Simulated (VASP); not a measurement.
# CoSi2 (Fm-3m) in VASP: notebook

Runs on CoSi2. Level: PBE. Tasks: relaxation of cell and atoms, single point.

All numbers are computed with VASP 6.6.1; they aren't measurements. Logs are shortened: lines on timing, memory, paths and dates and some standing lists are left out, and cuts for length are marked.

## 1. The cell of the first run

It takes space group Fm-3m (No. 225, cubic). Conventional cell: a = 5.356 Å, b = 5.356 Å, c = 5.356 Å, α = 90.00°, β = 90.00°, γ = 90.00°. Within 3.1 Å of Co (site symmetry m-3m) lie 8 Si at 2.32 Å. Si (site symmetry -43m) has 4 Co at 2.32 Å and 6 Si at 2.68 Å within 3.1 Å.

## 2. Relaxation of cell and atoms, PBE

Contents of INCAR:

```
  ALGO = Normal
  EDIFF = 1E-6
  EDIFFG = -0.01
  ENCUT = 600
  GGA = PE
  IBRION = 2
  ISIF = 3
  ISMEAR = 0
  LASPH = True
  LCHARG = False
  LREAL = False
  LWAVE = False
  NELM = 80
  NSW = 100
  PREC = Accurate
  SIGMA = 0.1
```

Contents of KPOINTS:

```
k-points
0
Gamma
  14 14 14
```

Contents of POSCAR:

```
CoSi2
1.0
    0.0000000000      2.6780000000      2.6780000000
    2.6780000000      0.0000000000      2.6780000000
    2.6780000000      2.6780000000      0.0000000000
Co Si
1 2
Direct
    0.0000000000      0.0000000000      0.0000000000
    0.2500000000      0.2500000000      0.2500000000
    0.7500000000      0.7500000000      0.7500000000
```

Potentials or basis: VASP PAW PBE potentials, release 64 (Co, Si).

On the command line:

```sh
> cat potpaw_PBE.64/Co/POTCAR potpaw_PBE.64/Si/POTCAR > POTCAR
> mpirun -np 1 vasp_std > vasp.out
```

OUTCAR:

```text
EDIFF = 1E-6
   EDIFFG = -0.01
   ENCUT = 600
   GGA = PE
   IBRION = 2
   ISIF = 3
   ISMEAR = 0
   LASPH = True
   LREAL = False
   NELM = 80
   NSW = 100
   PREC = Accurate

 ion  position               nearest neighbor table
   1  0.000  0.000  0.000-   3 2.32   2 2.32   3 2.32   2 2.32   3 2.32   3 2.32   2 2.32   2 2.32

   2  0.250  0.250  0.250-   1 2.32   1 2.32   1 2.32   1 2.32   3 2.68   3 2.68   3 2.68   3 2.68
                             3 2.68   3 2.68
   3  0.750  0.750  0.750-   1 2.32   1 2.32   1 2.32   1 2.32   2 2.68   2 2.68   2 2.68   2 2.68
                             2 2.68   2 2.68

  LATTYP: Found a face centered cubic cell.
 ALAT       =     5.3560000000

  Lattice vectors:

 A1 = (   0.0000000000,   2.6780000000,   2.6780000000)
 A2 = (   2.6780000000,   0.0000000000,   2.6780000000)
 A3 = (   2.6780000000,   2.6780000000,   0.0000000000)

Analysis of symmetry for initial positions (statically):
=====================================================================
 Subroutine PRICEL returns:
 Original cell was already a primitive cell.

 Routine SETGRP: Setting up the symmetry group for a
 face centered cubic supercell.

 Subroutine GETGRP returns: Found 48 space group operations
 (whereof 48 operations were pure point group operations)
 out of a pool of 48 trial point group operations.

The static configuration has the point symmetry O_h .

Analysis of symmetry for dynamics (positions and initial velocities):
=====================================================================
 Subroutine PRICEL returns:
 Original cell was already a primitive cell.

 Routine SETGRP: Setting up the symmetry group for a
 face centered cubic supercell.

 Subroutine GETGRP returns: Found 48 space group operations
 (whereof 48 operations were pure point group operations)
 out of a pool of 48 trial point group operations.

The dynamic configuration has the point symmetry O_h .

 Subroutine INISYM returns: Found 48 space group operations
 (whereof 48 operations are pure point group operations),
 and found     1 'primitive' translations

----------------------------------------------------------------------------------------

                                     Primitive cell

  volume of cell :      38.4115

  direct lattice vectors                    reciprocal lattice vectors
     0.000000000  2.678000000  2.678000000    -0.186706497  0.186706497  0.186706497
     2.678000000  0.000000000  2.678000000     0.186706497 -0.186706497  0.186706497
     2.678000000  2.678000000  0.000000000     0.186706497  0.186706497 -0.186706497

  length of vectors
[... 109 lines left out ...]
   GGA     = PE    functional components
   LHFCALC =     F    Hartree Fock is set to
   AEXX    =    0.0000 exact exchange contribution
   IVDW    =     0    specifies the selected vdW correction
   LEPSILON=     F    determine dielectric tensor
   LRPA    =     F    only Hartree local field effects (RPA)
 conjugate gradient relaxation of ions
 non-spin polarized calculation
 Gauss-broadening in eV      SIGMA  =   0.10
  energy-cutoff  :      600.00
  volume of cell :       38.41
 maximum number of plane-waves:      1307
   NGX = 15   NGY = 15   NGZ = 15

--------------------------------------- Ionic step        1  -------------------------------------------

 number of electron      17.0000005 magnetization

 Free energy of the ion-electron system (eV)
  ---------------------------------------------------
  ext. energy  EPLUGINS =         0.00000000
  ---------------------------------------------------
  free energy    TOTEN  =       -19.29730905 eV

  energy without entropy =      -19.29215211  energy(sigma->0) =      -19.29473058

------------------------ aborting loop because EDIFF is reached ----------------------------------------

  FORCE on cell =-STRESS in cart. coord.  units (eV):
  Direction    XX          YY          ZZ          XY          YZ          ZX
  --------------------------------------------------------------------------------------
  -------------------------------------------------------------------------------------
  Total        0.0590468      0.0590468      0.0590468     -0.0000000     -0.0000000      0.0000000
  in kB        2.4628900      2.4628900      2.4628900     -0.0000000     -0.0000000      0.0000000
  external PRESSURE =       2.4628900 kB  Pullay stress =       0.0000000 kB
[... 61 lines left out ...]
--------------------------------------- Ionic step        3  -------------------------------------------

 number of electron      17.0000005 magnetization

 Free energy of the ion-electron system (eV)
  ---------------------------------------------------
  ext. energy  EPLUGINS =         0.00000000
  ---------------------------------------------------
  free energy    TOTEN  =       -19.29733988 eV

  energy without entropy =      -19.29217845  energy(sigma->0) =      -19.29475917

 E-fermi :  10.0889     XC(G=0): -11.7408

 val. band max:       10.0860845179   @ k =   0.4286   0.2143   0.0714
 cond. band min:      10.1064235855   @ k =   0.3571   0.0714   0.0000
 fundamental gap:      0.0203390676
 Fermi energy:        10.0888928764

 k-point     1 :       0.0000    0.0000    0.0000
  band No.  band energies     occupation
      1      -3.0383      2.00000
      2       6.0051      2.00000
      3       6.0051      2.00000
      4       6.0051      2.00000
      5       8.1740      2.00000
      6       8.1740      2.00000
      7      10.8227      0.00000
      8      13.4804      0.00000
      9      13.4804      0.00000
     10      13.4804      0.00000
     11      13.5268      0.00000
     12      13.5268      0.00000
[... 331 lines left out ...]
 k-point    24 :       0.2857    0.1429    0.0000
  band No.  band energies     occupation
      1      -1.9186      2.00000
      2       4.2298      2.00000
      3       6.1412      2.00000
      4       6.2167      2.00000
      5       7.3495      2.00000
      6       8.3505      2.00000
      7       9.1882      2.00000
      8      10.1896      0.15443
      9      10.8086      0.00000
     10      11.9931      0.00000
     11      14.2468      0.00000
     12      14.9185      0.00000

 [... further k-points ...]

------------------------ aborting loop because EDIFF is reached ----------------------------------------

  FORCE on cell =-STRESS in cart. coord.  units (eV):
  Direction    XX          YY          ZZ          XY          YZ          ZX
  --------------------------------------------------------------------------------------
  -------------------------------------------------------------------------------------
  Total        0.0048235      0.0048235      0.0048235      0.0000000      0.0000000      0.0000000
  in kB        0.2009594      0.2009594      0.2009594      0.0000000      0.0000000      0.0000000
  external PRESSURE =       0.2009594 kB  Pullay stress =       0.0000000 kB
[... 18 lines left out ...]
  FREE ENERGIE OF THE ION-ELECTRON SYSTEM (eV)
  ---------------------------------------------------
  free  energy   TOTEN  =       -19.2973398847 eV

  energy  without entropy=      -19.2921784546  energy(sigma->0) =      -19.29475917

 reached required accuracy - stopping structural energy minimisation
```

OSZICAR:

```text
N       E                     dE             d eps       ncg     rms          rms(c)
DAV:   1     0.765308580935E+02    0.76531E+02   -0.78272E+03  2496   0.152E+03
DAV:   2    -0.158831262643E+02   -0.92414E+02   -0.86668E+02  2524   0.272E+02
DAV:   3    -0.205992602896E+02   -0.47161E+01   -0.45204E+01  3248   0.704E+01
DAV:   4    -0.207120769736E+02   -0.11282E+00   -0.11255E+00  3016   0.102E+01
[... 20 lines left out ...]
DAV:   2    -0.192997692824E+02   -0.18469E-02   -0.18580E-02  3304   0.300E+00    0.403E-01
DAV:   3    -0.192973496998E+02    0.24196E-02   -0.96113E-03  3300   0.220E+00    0.397E-02
DAV:   4    -0.192973424722E+02    0.72276E-05   -0.16671E-04  2580   0.112E-01    0.152E-02
DAV:   5    -0.192973399668E+02    0.25054E-05   -0.84597E-06  3492   0.569E-02    0.508E-03
DAV:   6    -0.192973398847E+02    0.82085E-07   -0.55276E-07  1380   0.104E-02
   3 F= -.19297340E+02 E0= -.19294759E+02  d E =-.308301E-04
```

Wall time 68 s (1 thread of Intel Xeon Platinum 8488C (Sapphire Rapids), shared host); peak memory 0.21 GiB.

What came out:

| Quantity | Value |
| --- | --- |
| Free energy | -19.2973 eV |
| Relaxed volume | 12.82 Å³/atom |
| Relaxed cell | a = 3.789 Å, b = 3.789 Å, c = 3.789 Å, α = 60.00°, β = 60.00°, γ = 60.00° |
| Space group after relaxing (to 0.1 Å) | Fm-3m (No. 225) |
| Energy gained by relaxing | 0.0 meV/atom |
| Ionic steps | 3 |
| Pressure after relaxing | 0.0 GPa |
| Band gap on the k mesh | zero (an odd number of electrons rules out a gap without spin polarisation) |

Final structure:
```
CELL_PARAMETERS angstrom
0.00000 2.67903 2.67903
2.67903 0.00000 2.67903
2.67903 2.67903 0.00000
ATOMIC_POSITIONS crystal
Co 0.00000 0.00000 0.00000
Si 0.25000 0.25000 0.25000
Si 0.75000 0.75000 0.75000
```

Caveat: the run has no spin polarisation, though such a crystal can be magnetic.

## 3. Single point, PBE (11.29 Å³/atom)

This run uses another cell than the first one, of 11.29 Å³/atom.

Contents of INCAR:

```
SYSTEM = CoSi2
PREC = Accurate
ENCUT = 520
EDIFF = 1E-6
ISMEAR = 0
SIGMA = 0.1
LREAL = .FALSE.
LASPH = .TRUE.
NELM = 60
ALGO = Normal
ISIF = 2
LWAVE = .FALSE.
LCHARG = .FALSE.
GGA = PE
NBANDS = 16
```

Contents of KPOINTS:

```
Automatic mesh
0
G
  14 14 14
  0 0 0
```

Contents of POSCAR:

```
CoSi2
1.0
    0.0000000000      2.5681262342      2.5681262342
    2.5681262342      0.0000000000      2.5681262342
    2.5681262342      2.5681262342      0.0000000000
Co Si
1 2
Direct
    0.0000000000      0.0000000000      0.0000000000
    0.2500000000      0.2500000000      0.2500000000
    0.7500000000      0.7500000000      0.7500000000
```

Potentials or basis: VASP PAW PBE potentials, release 64 (Co, Si).

On the command line:

```sh
> cat potpaw_PBE.64/Co/POTCAR potpaw_PBE.64/Si/POTCAR > POTCAR
> mpirun -np 1 vasp_std > vasp.out
```

It took 31 s on 1 thread of Intel Xeon Platinum 8559C (Emerald Rapids), shared host; peak memory 0.19 GiB.

The run converged. Its results:

| Property | Result |
| --- | --- |
| Free energy | -18.9107 eV |
| Pressure | 30.3 GPa |
| Band gap on the k mesh | zero (an odd number of electrons rules out a gap without spin polarisation) |

Levels at points of the mesh, in eV from the Fermi level:
| k point | band 6 | band 7 | band 8 | band 9 | band 10 | band 11 | band 12 | band 13 |
| --- | --- | --- | --- | --- | --- | --- | --- | --- |
| (0.00, 0.00, 0.00) | -2.38 | 2.07 | 3.44 | 3.44 | 3.44 | 3.92 | 3.92 | 3.92 |
| (0.50, 0.00, 0.00) | -2.02 | -2.02 | -0.55 | -0.55 | 3.09 | 3.79 | 3.79 | 5.49 |
| (0.50, 0.50, 0.00) | -2.35 | -2.35 | -2.31 | -1.66 | 2.12 | 2.97 | 8.66 | 10.91 |

Caveat: the cell stands under pressure; the run has no spin polarisation, though such a crystal can be magnetic. Spin polarisation is off, so any magnetic state and its effect on volume and gap are missing.

## 4. Single point, PBE (11.68 Å³/atom)

This run uses another cell than the first one, of 11.68 Å³/atom.

Changes to INCAR since step 3:

```diff
@@ -12,4 +12,6 @@
 LWAVE = .FALSE.
-LCHARG = .FALSE.
+LCHARG = .TRUE.
 GGA = PE
+LELF = .TRUE.
+LVHAR = .TRUE.
 NBANDS = 16
```

Contents of KPOINTS:

```
regular mesh
0
G
  14 14 14
  0 0 0
```

Contents of POSCAR:

```
CoSi2
1.0
    0.0000000000      2.5969840005      2.5969840005
    2.5969840005      0.0000000000      2.5969840005
    2.5969840005      2.5969840005      0.0000000000
Co Si
1 2
Direct
    0.0000000000      0.0000000000      0.0000000000
    0.2500000000      0.2500000000      0.2500000000
    0.7500000000      0.7500000000      0.7500000000
```

On the command line:

```sh
> cat potpaw_PBE.64/Co/POTCAR potpaw_PBE.64/Si/POTCAR > POTCAR
> mpirun -np 1 vasp_std > vasp.out
```

Wall time 30 s (1 thread of Intel Xeon Platinum 8559C (Emerald Rapids), shared host); peak memory 0.19 GiB.

It converged, with:

```yaml
Free_energy: -19.0936 eV
Pressure: 20.7 GPa
Band_gap_on_the_k_mesh: zero (an odd number of electrons rules out a gap without spin polarisation)
```

Levels at points of the mesh, in eV from the Fermi level:
```
           k point  band 7  band 8  band 9  band 10  band 11  band 12
(0.00, 0.00, 0.00)    1.70    3.45    3.45     3.45     3.78     3.78
(0.50, 0.00, 0.00)   -1.91   -0.53   -0.53     2.98     3.68     3.68
(0.50, 0.50, 0.00)   -2.24   -2.21   -1.57     1.96     2.96     8.63
```

Caveat: the cell stands under pressure; the run has no spin polarisation, though such a crystal can be magnetic. Spin polarisation is off, so any magnetic state and its effect on volume and gap are missing.

(Continued in part 2 of 2.)
